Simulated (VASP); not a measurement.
A run of VASP 6.6.1 is set up as follows.

File INCAR:

```
PREC     = Accurate       # precision mode
ENCUT    = 600            # plane-wave cutoff, eV
EDIFF    = 1E-7           # SCF threshold, eV
ISMEAR   = -1             # smearing method
SIGMA    = 0.1            # smearing width, eV
LREAL    = False          # projectors in reciprocal space
LASPH    = True           # aspherical terms in the spheres
NELM     = 80             # most SCF steps
ALGO     = Normal         # electronic algorithm
ISIF     = 3              # what is computed and relaxed
LWAVE    = False          # write WAVECAR
LCHARG   = False          # write CHGCAR
GGA      = PE             # functional
IBRION   = 2              # ionic algorithm
NSW      = 32             # ionic steps
EDIFFG   = -0.005         # ionic threshold
PSTRESS  = 1000.0
```

The input KPOINTS:

```
Automatic mesh
0
Gamma
  16 16 16
```

The input POSCAR:

```
ZnSe
1.0
    2.8375962219      0.0000000000      0.0000000000
    0.0000000000      2.8375962219      0.0000000000
    0.0000000000      0.0000000000      2.8375962219
Zn Se
1 1
Direct
    0.0000000000      0.0000000000      0.0000000000
    0.5000000000      0.5000000000      0.5000000000
```

Potentials or basis: VASP PAW PBE potentials, release 64 (Zn, Se).

Launch:

```console
$ cat potpaw_PBE.64/Zn/POTCAR potpaw_PBE.64/Se/POTCAR > POTCAR
$ mpirun -np 1 vasp_std > vasp.out
```

(1) Predict the relaxed cell.

(2) What does it give for the space group after relaxing (to 0.1 Å)?

## Answers

(1) a = 2.841 Å, b = 2.841 Å, c = 2.841 Å, α = 90.00°, β = 90.00°, γ = 90.00°.

(2) Pm-3m (No. 221).

Caveat: the cell is relaxed towards a set pressure, so the run minimises the enthalpy, not the energy.
